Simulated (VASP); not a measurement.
# TiO2 in VASP: notebook

TiO2 is run at these levels: PBE+U; tasks: single point.

All numbers are computed with VASP 6.6.1; they aren't measurements. Logs are shortened: lines on timing, memory, paths and dates and some standing lists are left out, and cuts for length are marked.

## 1. The cell of the first run

The typed cell holds 6 atoms: a = 3.838 Å, b = 3.838 Å, c = 5.615 Å, α = 109.98°, β = 109.98°, γ = 90.00°.

## 2. Single point, PBE+U (atoms shifted along a free coordinate)

File INCAR:

```
ALGO = Normal
EDIFF = 1E-7
ENCUT = 520
GGA = PE
ISIF = 2
ISMEAR = 0
LASPH = True
LCHARG = False
LDAU = True
LDAUJ = 0 0
LDAUL = 2 -1
LDAUPRINT = 1
LDAUTYPE = 2
LDAUU = 4 0
LMAXMIX = 4
LREAL = False
LWAVE = False
NBANDS = 33
NELM = 150
PREC = Accurate
SIGMA = 0.05
```

File KPOINTS:

```
k-points
0
Gamma
  6 6 6
```

File POSCAR:

```
TiO2
1.0
    2.7135409263     -2.7136163321     -0.0202485480
    2.7135409263      2.7136163321     -0.0202485480
   -2.6767287785      0.0000000000      4.9358366747
Ti O
2 4
Direct
    0.1250069486      0.8749930514      0.2500000000
    0.8749930514      0.1250069486      0.7500000000
    0.3332902468      0.0833135221      0.6665902155
    0.6667097532      0.9166864779      0.3334097845
    0.9166864779      0.6667097532      0.8334097845
    0.0833135221      0.3332902468      0.1665902155
```

Potentials or basis: VASP PAW PBE potentials, release 64 (Ti_sv, O).

Command:

```console
$ cat potpaw_PBE.64/Ti_sv/POTCAR potpaw_PBE.64/O/POTCAR > POTCAR
$ mpirun -np 1 vasp_std > vasp.out
```

OUTCAR:

```text
EDIFF = 1E-7
   ENCUT = 520
   GGA = PE
   ISIF = 2
   ISMEAR = 0
   LASPH = True
   LREAL = False
   NELM = 150
   PREC = Accurate

 ion  position               nearest neighbor table
   1  0.125  0.875  0.250-   4 1.96   6 1.96   6 1.96   4 1.96   3 2.05   5 2.05
   2  0.875  0.125  0.750-   5 1.96   3 1.96   5 1.96   3 1.96   6 2.05   4 2.05
   3  0.333  0.083  0.667-   2 1.96   2 1.96   1 2.05
   4  0.667  0.917  0.333-   1 1.96   1 1.96   2 2.05
   5  0.917  0.667  0.833-   2 1.96   2 1.96   1 2.05
   6  0.083  0.333  0.167-   1 1.96   1 1.96   2 2.05

  LATTYP: Found a base centered monoclinic cell.
 ALAT       =     5.4272329459
 B/A-ratio  =     0.9999999481
 C/A-ratio  =     1.0345830160
 COS(beta)  =    -0.4832630161

  Lattice vectors:

 A1 = (   2.7135409263,  -2.7136163321,  -0.0202485480)
 A2 = (   2.7135409263,   2.7136163321,  -0.0202485480)
 A3 = (  -2.6767287785,   0.0000000000,   4.9358366747)

Analysis of symmetry for initial positions (statically):
=====================================================================
 Subroutine PRICEL returns:
 Original cell was already a primitive cell.

 Routine SETGRP: Setting up the symmetry group for a
 base centered monoclinic supercell.

 Subroutine GETGRP returns: Found  4 space group operations
 (whereof  2 operations were pure point group operations)
 out of a pool of  4 trial point group operations.

The static configuration has the point symmetry S_2 .
 The point group associated with its full space group is C_2h.

Analysis of symmetry for dynamics (positions and initial velocities):
=====================================================================
 Subroutine PRICEL returns:
 Original cell was already a primitive cell.

 Routine SETGRP: Setting up the symmetry group for a
 base centered monoclinic supercell.

 Subroutine GETGRP returns: Found  4 space group operations
 (whereof  2 operations were pure point group operations)
 out of a pool of  4 trial point group operations.

The dynamic configuration has the point symmetry S_2 .
 The point group associated with its full space group is C_2h.

 Subroutine INISYM returns: Found  4 space group operations
 (whereof  2 operations are pure point group operations),
 and found     1 'primitive' translations

----------------------------------------------------------------------------------------

                                     Primitive cell

  volume of cell :      72.3960

  direct lattice vectors                    reciprocal lattice vectors
     2.713540926 -2.713616332 -0.020248548     0.185009766 -0.184255967  0.100331716
     2.713540926  2.713616332 -0.020248548     0.185009766  0.184255967  0.100331716
    -2.676728778  0.000000000  4.935836675     0.001517951  0.000000000  0.203423089

  length of vectors
     3.837633120  3.837633120  5.614923030     0.279723664  0.279723664  0.203428752

  position of ions in fractional coordinates (direct lattice)
     0.125006949  0.874993051  0.250000000
     0.874993051  0.125006949  0.750000000
     0.333290247  0.083313522  0.666590216
     0.666709753  0.916686478  0.333409784
     0.916686478  0.666709753  0.833409784
     0.083313522  0.333290247  0.166590216

  ion indices of the primitive-cell ions
[... 112 lines left out ...]
   LEPSILON=     F    determine dielectric tensor
   LRPA    =     F    only Hartree local field effects (RPA)
 non-spin polarized calculation
 Gauss-broadening in eV      SIGMA  =   0.05
  energy-cutoff  :      520.00
  volume of cell :       72.40
 maximum number of plane-waves:      1971
 NGX is ok and might be reduce to    30
   NGX = 15   NGY = 15   NGZ = 21

atom =   1  type =  1  l = 2

 onsite density matrix

spin component  1

  0.2465 -0.0011 -0.0000  0.0000  0.0000
 -0.0011  0.0969  0.0000  0.0000  0.0000
 -0.0000  0.0000  0.2343  0.0018  0.0000
  0.0000  0.0000  0.0018  0.0969 -0.0001
  0.0000  0.0000  0.0000 -0.0001  0.1073

spin component  2

  0.2465 -0.0011 -0.0000  0.0000  0.0000
 -0.0011  0.0969  0.0000  0.0000  0.0000
 -0.0000  0.0000  0.2343  0.0018  0.0000
  0.0000  0.0000  0.0018  0.0969 -0.0001
  0.0000  0.0000  0.0000 -0.0001  0.1073

 occupancies and eigenvectors

  o =  0.0969  v =  0.0075  1.0000  0.0000 -0.0000 -0.0000  0.0000  0.0000  0.0000  0.0000  0.0000      0.0000  0.0000  0.0000  0.0000  0.0000  0.0000  0.0000  0.0000  0.0000  0.0000
  o =  0.0969  v =  0.0000  0.0000  0.0000  0.0000  0.0000  0.0075  1.0000  0.0000 -0.0000 -0.0000      0.0000  0.0000  0.0000  0.0000  0.0000  0.0000  0.0000  0.0000  0.0000  0.0000
  o =  0.0969  v = -0.0000 -0.0000  0.0130 -0.9999 -0.0077  0.0000  0.0000  0.0000  0.0000  0.0000      0.0000  0.0000  0.0000  0.0000  0.0000  0.0000  0.0000  0.0000  0.0000  0.0000
  o =  0.0969  v =  0.0000  0.0000  0.0000  0.0000  0.0000 -0.0000 -0.0000  0.0130 -0.9999 -0.0077      0.0000  0.0000  0.0000  0.0000  0.0000  0.0000  0.0000  0.0000  0.0000  0.0000
  o =  0.1073  v = -0.0000  0.0000  0.0001 -0.0077  1.0000  0.0000  0.0000  0.0000  0.0000  0.0000      0.0000  0.0000  0.0000  0.0000  0.0000  0.0000  0.0000  0.0000  0.0000  0.0000
  o =  0.1073  v =  0.0000  0.0000  0.0000  0.0000  0.0000 -0.0000  0.0000  0.0001 -0.0077  1.0000      0.0000  0.0000  0.0000  0.0000  0.0000  0.0000  0.0000  0.0000  0.0000  0.0000
  o =  0.2343  v =  0.0000  0.0000  0.0000  0.0000  0.0000 -0.0000  0.0000 -0.9999 -0.0130 -0.0000      0.0000  0.0000  0.0000  0.0000  0.0000  0.0000  0.0000  0.0000  0.0000  0.0000
  o =  0.2343  v = -0.0000  0.0000 -0.9999 -0.0130 -0.0000  0.0000  0.0000  0.0000  0.0000  0.0000      0.0000  0.0000  0.0000  0.0000  0.0000  0.0000  0.0000  0.0000  0.0000  0.0000
  o =  0.2465  v = -1.0000  0.0075  0.0000  0.0000 -0.0000  0.0000  0.0000  0.0000  0.0000  0.0000      0.0000  0.0000  0.0000  0.0000  0.0000  0.0000  0.0000  0.0000  0.0000  0.0000
  o =  0.2465  v =  0.0000  0.0000  0.0000  0.0000  0.0000 -1.0000  0.0075  0.0000  0.0000 -0.0000      0.0000  0.0000  0.0000  0.0000  0.0000  0.0000  0.0000  0.0000  0.0000  0.0000

atom =   2  type =  1  l = 2

 onsite density matrix

spin component  1

  0.2465 -0.0011 -0.0000  0.0000  0.0000
 -0.0011  0.0969  0.0000  0.0000  0.0000
 -0.0000  0.0000  0.2343  0.0018  0.0000
  0.0000  0.0000  0.0018  0.0969 -0.0001
  0.0000  0.0000  0.0000 -0.0001  0.1073

spin component  2

  0.2465 -0.0011 -0.0000  0.0000  0.0000
 -0.0011  0.0969  0.0000  0.0000  0.0000
 -0.0000  0.0000  0.2343  0.0018  0.0000
  0.0000  0.0000  0.0018  0.0969 -0.0001
  0.0000  0.0000  0.0000 -0.0001  0.1073

 occupancies and eigenvectors

  o =  0.0969  v =  0.0075  1.0000  0.0000 -0.0000 -0.0000  0.0000  0.0000  0.0000  0.0000  0.0000      0.0000  0.0000  0.0000  0.0000  0.0000  0.0000  0.0000  0.0000  0.0000  0.0000
  o =  0.0969  v =  0.0000  0.0000  0.0000  0.0000  0.0000  0.0075  1.0000  0.0000 -0.0000 -0.0000      0.0000  0.0000  0.0000  0.0000  0.0000  0.0000  0.0000  0.0000  0.0000  0.0000
  o =  0.0969  v = -0.0000 -0.0000  0.0130 -0.9999 -0.0077  0.0000  0.0000  0.0000  0.0000  0.0000      0.0000  0.0000  0.0000  0.0000  0.0000  0.0000  0.0000  0.0000  0.0000  0.0000
  o =  0.0969  v =  0.0000  0.0000  0.0000  0.0000  0.0000 -0.0000 -0.0000  0.0130 -0.9999 -0.0077      0.0000  0.0000  0.0000  0.0000  0.0000  0.0000  0.0000  0.0000  0.0000  0.0000
  o =  0.1073  v = -0.0000  0.0000  0.0001 -0.0077  1.0000  0.0000  0.0000  0.0000  0.0000  0.0000      0.0000  0.0000  0.0000  0.0000  0.0000  0.0000  0.0000  0.0000  0.0000  0.0000
  o =  0.1073  v =  0.0000  0.0000  0.0000  0.0000  0.0000 -0.0000  0.0000  0.0001 -0.0077  1.0000      0.0000  0.0000  0.0000  0.0000  0.0000  0.0000  0.0000  0.0000  0.0000  0.0000
  o =  0.2343  v =  0.0000  0.0000  0.0000  0.0000  0.0000 -0.0000  0.0000 -0.9999 -0.0130 -0.0000      0.0000  0.0000  0.0000  0.0000  0.0000  0.0000  0.0000  0.0000  0.0000  0.0000
  o =  0.2343  v = -0.0000  0.0000 -0.9999 -0.0130 -0.0000  0.0000  0.0000  0.0000  0.0000  0.0000      0.0000  0.0000  0.0000  0.0000  0.0000  0.0000  0.0000  0.0000  0.0000  0.0000
  o =  0.2465  v = -1.0000  0.0075  0.0000  0.0000 -0.0000  0.0000  0.0000  0.0000  0.0000  0.0000      0.0000  0.0000  0.0000  0.0000  0.0000  0.0000  0.0000  0.0000  0.0000  0.0000
  o =  0.2465  v =  0.0000  0.0000  0.0000  0.0000  0.0000 -1.0000  0.0075  0.0000  0.0000 -0.0000      0.0000  0.0000  0.0000  0.0000  0.0000  0.0000  0.0000  0.0000  0.0000  0.0000

 number of electron      48.0000010 magnetization

 Free energy of the ion-electron system (eV)
  ---------------------------------------------------
  ext. energy  EPLUGINS =         0.00000000
  ---------------------------------------------------
  free energy    TOTEN  =       -48.50243733 eV

  energy without entropy =      -48.50243733  energy(sigma->0) =      -48.50243733

 E-fermi :   3.4095     XC(G=0): -10.4500

 val. band max:        3.1147305675   @ k =   0.5000   0.5000   0.0000
 cond. band min:       5.6600582269   @ k =   0.0000   0.0000   0.0000
 fundamental gap:      2.5453276594
 Fermi energy:         3.4095264462

 k-point     1 :       0.0000    0.0000    0.0000
  band No.  band energies     occupation
      1     -54.5486      2.00000
      2     -54.5084      2.00000
      3     -30.8721      2.00000
      4     -30.6880      2.00000
      5     -30.6880      2.00000
      6     -30.6387      2.00000
[... 853 lines left out ...]
     32       8.8811      0.00000
     33       9.0235      0.00000

 [... further k-points ...]

------------------------ aborting loop because EDIFF is reached ----------------------------------------

  FORCE on cell =-STRESS in cart. coord.  units (eV):
  Direction    XX          YY          ZZ          XY          YZ          ZX
  --------------------------------------------------------------------------------------
  -------------------------------------------------------------------------------------
  Total        0.6225037      0.6219553     -1.8022896      0.0000000      0.0000000     -0.0191414
  in kB       13.7764706     13.7643334    -39.8860092      0.0000000      0.0000000     -0.4236123
  external PRESSURE =      -4.1150684 kB  Pullay stress =       0.0000000 kB

 VOLUME and BASIS-vectors are now :
 -----------------------------------------------------------------------------
  energy-cutoff  :      520.00
  volume of cell :       72.40
      direct lattice vectors                 reciprocal lattice vectors
     2.713540926 -2.713616332 -0.020248548     0.185009766 -0.184255967  0.100331716
     2.713540926  2.713616332 -0.020248548     0.185009766  0.184255967  0.100331716
    -2.676728778  0.000000000  4.935836675     0.001517951  0.000000000  0.203423089

 POSITION                                       TOTAL-FORCE (eV/Angst)
 -----------------------------------------------------------------------------------
      2.04436      2.03517      1.21371        -0.000000      0.000043      0.000000
      0.70599     -2.03517      3.68163        -0.000000     -0.000043      0.000000
     -0.65381     -0.67834      3.28174        -0.002672     -0.000096     -0.346503
      3.40416      0.67834      1.61359         0.002672      0.000096      0.346503
      2.06580     -0.67834      4.08151         0.002672     -0.000096      0.346503
      0.68455      0.67834      0.81383        -0.002672      0.000096     -0.346503
 -----------------------------------------------------------------------------------
    total drift:                               -0.000000     -0.000000      0.000000

  FREE ENERGIE OF THE ION-ELECTRON SYSTEM (eV)
  ---------------------------------------------------
  free  energy   TOTEN  =       -48.5024373313 eV

  energy  without entropy=      -48.5024373313  energy(sigma->0) =      -48.50243733
```

Wall time 3.9 min (1 thread of Intel Xeon 8259CL, shared host); peak memory 0.26 GiB.

Results:

```yaml
Free_energy: -48.5024 eV
Pressure: -0.4 GPa
Largest_force: 0.347 eV/Å
Band_gap_on_the_k_mesh: 2.55 eV (least direct gap 2.89 eV)
```

Forces on the atoms (eV/Å):
```
Ti   0.000  0.000  0.000
Ti   0.000  0.000  0.000
O   -0.003  0.000 -0.347
O    0.003  0.000  0.347
O    0.003  0.000  0.347
O   -0.003  0.000 -0.347
```

Levels at points of the mesh, in eV from the valence-band top:
```csv
k point,band 22,band 23,band 24,band 25,band 26,band 27
"(0.00, 0.00, 0.00)",-0.82,-0.41,-0.41,2.55,3.19,4.12
"(0.50, 0.00, 0.00)",-1.01,-0.85,-0.69,3.56,3.71,3.76
"(0.50, 0.50, 0.00)",-1.98,0.00,0.00,3.59,3.59,3.99
"(0.00, 0.00, 0.50)",-1.33,-0.15,-0.15,2.86,2.86,4.03
"(0.50, 0.00, 0.50)",-1.01,-0.85,-0.69,3.56,3.71,3.76
"(0.50, 0.50, 0.50)",-1.98,0.00,0.00,3.59,3.59,3.99
```

Eigenvalues of the final occupation matrices:
```tsv
site	spin	trace	eigenvalues
site 1 d	1	0.78	0.10 0.10 0.11 0.23 0.25
site 1 d	2	0.78	0.10 0.10 0.11 0.23 0.25
site 2 d	1	0.78	0.10 0.10 0.11 0.23 0.25
site 2 d	2	0.78	0.10 0.10 0.11 0.23 0.25
```

Caveat: the cell differs from its parent crystal (atoms shifted along a free coordinate); the stress differs along the axes, from -4 to 1 GPa. A k mesh can miss the band edges.

(Continued in part 2 of 2.)
